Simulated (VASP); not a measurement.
# NbTe (zincblende type) (F-43m) in VASP: a series of runs

Runs on NbTe (zincblende type). Level: LDA. Tasks: single point, relaxation of cell and atoms.

Everything below comes from runs of VASP 6.6.1. Logs are shortened: lines on timing, memory, paths and dates and some standing lists are left out, and cuts for length are marked.

**1. The cell of the first run**

Symmetry: F-43m, No. 216, cubic system. Conventional cell: a = 6.161 Å, b = 6.161 Å, c = 6.161 Å, α = 90.00°, β = 90.00°, γ = 90.00°. Within 3.5 Å of Nb (site symmetry -43m) lie 4 Te at 2.67 Å. Within 3.5 Å of Te (site symmetry -43m) lie 4 Nb at 2.67 Å.

**2. Single point, LDA**

File INCAR:

```
ALGO = Normal
EDIFF = 1E-7
ENCUT = 520
ISIF = 2
ISMEAR = -1
LASPH = True
LCHARG = False
LREAL = False
LWAVE = False
NBANDS = 16
NELM = 60
PREC = Accurate
SIGMA = 0.1
```

File KPOINTS:

```
k-points
0
Gamma
  12 12 12
```

File POSCAR:

```
NbTe
1.0
    0.0000000000      3.0803032375      3.0803032375
    3.0803032375      0.0000000000      3.0803032375
    3.0803032375      3.0803032375      0.0000000000
Nb Te
1 1
Direct
    0.0000000000      0.0000000000      0.0000000000
    0.2500000000      0.2500000000      0.2500000000
```

Potentials or basis: VASP PAW LDA potentials, release 64 (Nb_sv, Te).

Launch:

```bash
$ cat potpaw_LDA.64/Nb_sv/POTCAR potpaw_LDA.64/Te/POTCAR > POTCAR
$ mpirun -np 1 vasp_std > vasp.out
```

OUTCAR:

```text
EDIFF = 1E-7
   ENCUT = 520
   ISIF = 2
   ISMEAR = -1
   LASPH = True
   LREAL = False
   NELM = 60
   PREC = Accurate

 ion  position               nearest neighbor table
   1  0.000  0.000  0.000-   2 2.67   2 2.67   2 2.67   2 2.67
   2  0.250  0.250  0.250-   1 2.67   1 2.67   1 2.67   1 2.67

  LATTYP: Found a face centered cubic cell.
 ALAT       =     6.1606064750

  Lattice vectors:

 A1 = (   0.0000000000,   3.0803032375,   3.0803032375)
 A2 = (   3.0803032375,   0.0000000000,   3.0803032375)
 A3 = (   3.0803032375,   3.0803032375,   0.0000000000)

Analysis of symmetry for initial positions (statically):
=====================================================================
 Subroutine PRICEL returns:
 Original cell was already a primitive cell.

 Routine SETGRP: Setting up the symmetry group for a
 face centered cubic supercell.

 Subroutine GETGRP returns: Found 24 space group operations
 (whereof 24 operations were pure point group operations)
 out of a pool of 48 trial point group operations.

The static configuration has the point symmetry T_d .

Analysis of symmetry for dynamics (positions and initial velocities):
=====================================================================
 Subroutine PRICEL returns:
 Original cell was already a primitive cell.

 Routine SETGRP: Setting up the symmetry group for a
 face centered cubic supercell.

 Subroutine GETGRP returns: Found 24 space group operations
 (whereof 24 operations were pure point group operations)
 out of a pool of 48 trial point group operations.

The dynamic configuration has the point symmetry T_d .

 Subroutine INISYM returns: Found 24 space group operations
 (whereof 24 operations are pure point group operations),
 and found     1 'primitive' translations

----------------------------------------------------------------------------------------

                                     Primitive cell

  volume of cell :      58.4535

  direct lattice vectors                    reciprocal lattice vectors
     0.000000000  3.080303237  3.080303237    -0.162321681  0.162321681  0.162321681
     3.080303237  0.000000000  3.080303237     0.162321681 -0.162321681  0.162321681
     3.080303237  3.080303237  0.000000000     0.162321681  0.162321681 -0.162321681

  length of vectors
     4.356206615  4.356206615  4.356206615     0.281149399  0.281149399  0.281149399

  position of ions in fractional coordinates (direct lattice)
[... 72 lines left out ...]
   ICHARG =      2    charge: 1-file 2-atom 10-const
   ISPIN  =      1    spin polarized calculation?
   LNONCOLLINEAR =      F non collinear calculations
   LSORBIT =      F    spin-orbit coupling
   LASPH  =      T    aspherical Exc in radial PAW
   ENCUT  =  520.0 eV  38.22 Ry    6.18 a.u.   8.10  8.10  8.10*2*pi/ulx,y,z
   NELM   =     60;   NELMIN=  2; NELMDL= -5     # of ELM steps
   EDIFF  = 0.1E-06   stopping-criterion for ELM
   LREAL  =      F    real-space projection
   EDIFFG = 0.1E-05   stopping-criterion for IOM
   NSW    =      0    number of steps for IOM
   IBRION =     -1    ionic relax: 0-MD 1-quasi-New 2-CG
   NFREE  =      0    steps in history (QN), initial steepest desc. (CG)
   ISIF   =      2    stress and relaxation
   ISYM   =      2    0-nonsym 1-usesym 2-fastsym
   POTIM  = 0.5000    time-step for ionic-motion
   TEBEG  =    0.0;   TEEND  =   0.0 temperature during run
   PSTRESS=    0.0 pullay stress
   NELECT =      19.0000    total number of electrons
   NUPDOWN=      -1.0000    fix difference up-down
   EMIN   =  10.00;   EMAX   =-10.00  energy-range for DOS
   EFERMI =   0.00;   METHOD = LEGACY
   ISMEAR =    -1;   SIGMA  =   0.10  broadening in eV -4-tet -1-fermi 0-gaus
   EFERMI_NEDOS =   21; number of points for ismear=-14 and -15
   IALGO  =     38    algorithm
   IMIX   =      4    mixing-type and parameters
     AMIX     =   0.40;   BMIX     =  1.00
     AMIX_MAG =   1.60;   BMIX_MAG =  1.00
  volume/ion in A,a.u.               =      29.23       197.23
  Fermi-wavevector in a.u.,A,eV,Ry     =   1.125613  2.127101 17.238655  1.267005
  Thomas-Fermi vector in A             =   2.262291
   LORBIT       =      0    0 simple, 1 ext, 2 COOP (PROOUT), +10 PAW based schemes
   GGA     = CA    functional components
   LHFCALC =     F    Hartree Fock is set to
   AEXX    =    0.0000 exact exchange contribution
   IVDW    =     0    specifies the selected vdW correction
   LEPSILON=     F    determine dielectric tensor
   LRPA    =     F    only Hartree local field effects (RPA)
 non-spin polarized calculation
  energy-cutoff  :      520.00
  volume of cell :       58.45
 maximum number of plane-waves:      1592
   NGX = 17   NGY = 17   NGZ = 17

 number of electron      19.0000002 magnetization

 Free energy of the ion-electron system (eV)
  ---------------------------------------------------
  ext. energy  EPLUGINS =         0.00000000
  ---------------------------------------------------
  free energy    TOTEN  =       -13.68557264 eV

  energy without entropy =      -13.54283534  energy(sigma->0) =      -13.61420399

 E-fermi :   6.8250     XC(G=0):  -9.8642

 val. band max:        6.8210165586   @ k =   0.1667   0.1667   0.0000
 cond. band min:       6.8471795555   @ k =   0.3333   0.1667   0.0833
 fundamental gap:      0.0261629969
 Fermi energy:         6.8250173516

 k-point     1 :       0.0000    0.0000    0.0000
  band No.  band energies     occupation
      1     -48.0167      2.00000
      2     -24.3011      2.00000
      3     -24.3011      2.00000
      4     -24.3011      2.00000
      5      -5.8082      2.00000
      6       2.9081      2.00000
[... 433 lines left out ...]
      3     -24.3146      2.00000
      4     -24.3093      2.00000
      5      -5.0522      2.00000
      6       2.0633      2.00000
[... 8 lines left out ...]
     15      13.6979      0.00000
     16      14.5282      0.00000

 [... further k-points ...]
[... 5 lines left out ...]
  --------------------------------------------------------------------------------------
  -------------------------------------------------------------------------------------
  Total        0.0084437      0.0084437      0.0084437      0.0000000      0.0000000     -0.0000000
  in kB        0.2314381      0.2314381      0.2314381      0.0000000      0.0000000     -0.0000000
  external PRESSURE =       0.2314381 kB  Pullay stress =       0.0000000 kB

 VOLUME and BASIS-vectors are now :
 -----------------------------------------------------------------------------
  energy-cutoff  :      520.00
  volume of cell :       58.45
      direct lattice vectors                 reciprocal lattice vectors
     0.000000000  3.080303237  3.080303237    -0.162321681  0.162321681  0.162321681
     3.080303237  0.000000000  3.080303237     0.162321681 -0.162321681  0.162321681
     3.080303237  3.080303237  0.000000000     0.162321681  0.162321681 -0.162321681

 POSITION                                       TOTAL-FORCE (eV/Angst)
 -----------------------------------------------------------------------------------
      0.00000      0.00000      0.00000         0.000000      0.000000      0.000000
      1.54015      1.54015      1.54015        -0.000000     -0.000000     -0.000000
 -----------------------------------------------------------------------------------
    total drift:                                0.000000      0.000000      0.000000

  FREE ENERGIE OF THE ION-ELECTRON SYSTEM (eV)
  ---------------------------------------------------
  free  energy   TOTEN  =       -13.6855726403 eV

  energy  without entropy=      -13.5428353416  energy(sigma->0) =      -13.61420399
```

OSZICAR:

```text
N       E                     dE             d eps       ncg     rms          rms(c)
DAV:   1     0.148851566885E+03    0.14885E+03   -0.88133E+03  2304   0.105E+03
DAV:   2    -0.476019257924E+01   -0.15361E+03   -0.14886E+03  2976   0.359E+02
DAV:   3    -0.136994195309E+02   -0.89392E+01   -0.87802E+01  3808   0.677E+01
DAV:   4    -0.140865462746E+02   -0.38713E+00   -0.38551E+00  3256   0.138E+01
DAV:   5    -0.141006863110E+02   -0.14140E-01   -0.14134E-01  3744   0.259E+00    0.599E+00
DAV:   6    -0.137108306689E+02    0.38986E+00   -0.15883E+00  3928   0.984E+00    0.277E+00
DAV:   7    -0.136938832050E+02    0.16947E-01   -0.75778E-02  3000   0.226E+00    0.180E+00
DAV:   8    -0.136855239389E+02    0.83593E-02   -0.15290E-02  3224   0.818E-01    0.223E-01
DAV:   9    -0.136855575267E+02   -0.33588E-04   -0.17345E-03  4120   0.314E-01    0.141E-01
DAV:  10    -0.136855729872E+02   -0.15460E-04   -0.81097E-05  3016   0.919E-02    0.810E-03
DAV:  11    -0.136855727238E+02    0.26339E-06   -0.61528E-06  3272   0.216E-02    0.794E-03
DAV:  12    -0.136855726403E+02    0.83476E-07   -0.87389E-07  2984   0.779E-03
   1 F= -.13685573E+02 E0= -.13614204E+02  d E =-.142737E+00
```

stdout:

```text
POSCAR found type information on POSCAR NbTe
 POSCAR found :  2 types and       2 ions
 scaLAPACK will be used
 LDA part: xc-table for (Slater(with rela. corr.)+CA(PZ))
 , standard interpolation
 POSCAR, INCAR and KPOINTS ok, starting setup
 FFT: planning ... GRIDC
 FFT: planning ... GRID_SOFT
 FFT: planning ... GRID
 WAVECAR not read
 entering main loop
```

Run time: 42 s. Hardware: 1 thread of Intel Xeon Platinum 8488C (Sapphire Rapids), shared host; peak memory 0.2 GiB.

What came out:

```yaml
Free_energy: -13.6856 eV
Pressure: 0.0 GPa
```

Caveat: spin-orbit coupling is left out, which moves the levels of the heavy elements.

**3. Single point, LDA**

File INCAR:

```
SYSTEM = NbTe
ALGO = Normal
EDIFF = 1E-7
ENCUT = 520
ISIF = 2
ISMEAR = -1
LASPH = .TRUE.
LCHARG = .FALSE.
LREAL = .FALSE.
LWAVE = .FALSE.
NBANDS = 16
NELM = 80
PREC = Accurate
SIGMA = 0.1
```

File KPOINTS:

```
k-points
0
G
  12 12 12
  0 0 0
```

POSCAR is that of step 2.

Potentials or basis: VASP PAW LDA potentials, release 64 (Nb_sv, Te).

Launch:

```bash
$ cat potpaw_LDA.64/Nb_sv/POTCAR potpaw_LDA.64/Te/POTCAR > POTCAR
$ mpirun -np 1 vasp_std > vasp.out
```

Run time: 39 s. Hardware: 1 thread of Intel Xeon Platinum 8488C (Sapphire Rapids), shared host; peak memory 0.2 GiB.

It converged, with:

```yaml
Free_energy: -13.6856 eV
Pressure: 0.0 GPa
```

Levels at points of the mesh, in eV from the Fermi level:
```csv
k point,band 8,band 9,band 10,band 11,band 12,band 13
"(0.00, 0.00, 0.00)",-3.92,-0.13,-0.13,1.59,4.31,4.31
"(0.50, 0.00, 0.00)",-3.61,0.11,0.11,0.16,2.26,2.26
"(0.50, 0.50, 0.00)",-3.10,-1.11,0.15,0.44,0.84,0.84
```

Caveat: spin-orbit coupling is left out, which moves the levels of the heavy elements.

**4. Relaxation of cell and atoms, LDA**

This run uses another cell than the first one, of 30.00 Å³/atom, 1.026 times its volume.

File INCAR:

```
SYSTEM = NbTe
ALGO = Normal ; EDIFF = 1E-6
EDIFFG = -0.005 ; ENCUT = 600
IBRION = 2 ; ISIF = 3
ISMEAR = -1 ; LASPH = .TRUE.
LCHARG = .FALSE. ; LREAL = .FALSE.
LWAVE = .FALSE. ; NELM = 80
NSW = 60 ; PREC = Accurate
SIGMA = 0.1
```

KPOINTS is that of step 3.

File POSCAR:

```
NbTe
1.0
    0.0000000000      3.1072325060      3.1072325060
    3.1072325060      0.0000000000      3.1072325060
    3.1072325060      3.1072325060      0.0000000000
Nb Te
1 1
Direct
    0.0000000000      0.0000000000      0.0000000000
    0.2500000000      0.2500000000      0.2500000000
```

Launch:

```bash
$ cat potpaw_LDA.64/Nb_sv/POTCAR potpaw_LDA.64/Te/POTCAR > POTCAR
$ mpirun -np 1 vasp_std > vasp.out
```

Wall time 1.9 min (1 thread of Intel Xeon Platinum 8375C at 2.90GHz (Ice Lake), shared host); peak memory 0.22 GiB.

It converged, with:

* Free energy: -13.6858 eV
* Relaxed volume: 29.24 Å³/atom
* Relaxed cell: a = 4.357 Å, b = 4.357 Å, c = 4.357 Å, α = 60.00°, β = 60.00°, γ = 60.00°
* Space group after relaxing (to 0.05 Å): F-43m (No. 216)
* Energy gained by relaxing: 4.8 meV/atom
* Ionic steps: 3
* Pressure after relaxing: 0.0 GPa

The path:
| step | energy change (eV) | largest force (eV/Å) | pressure (GPa) | volume (Å³) |
| --- | --- | --- | --- | --- |
| 1 | 0.0000 | 0.0000 | -1.97 | 60.00 |
| 2 | 0.0023 | 0.0000 | 2.43 | 56.86 |
| 3 | -0.0096 | 0.0000 | -0.01 | 58.48 |

Final structure:
```
CELL_PARAMETERS angstrom
0.00000 3.08080 3.08080
3.08080 0.00000 3.08080
3.08080 3.08080 0.00000
ATOMIC_POSITIONS crystal
Nb 0.00000 0.00000 0.00000
Te 0.25000 0.25000 0.25000
```

Levels at points of the mesh, in eV from the Fermi level:
| k point | band 6 | band 7 | band 8 | band 9 | band 10 | band 11 | band 12 | band 13 |
| --- | --- | --- | --- | --- | --- | --- | --- | --- |
| (0.00, 0.00, 0.00) | -3.92 | -3.92 | -3.92 | -0.13 | -0.13 | 1.59 | 4.31 | 4.31 |
| (0.50, 0.00, 0.00) | -4.95 | -3.61 | -3.61 | 0.11 | 0.11 | 0.16 | 2.26 | 2.26 |
| (0.50, 0.50, 0.00) | -5.27 | -3.10 | -3.10 | -1.11 | 0.15 | 0.44 | 0.84 | 0.84 |

Caveat: spin-orbit coupling is left out, which moves the levels of the heavy elements.
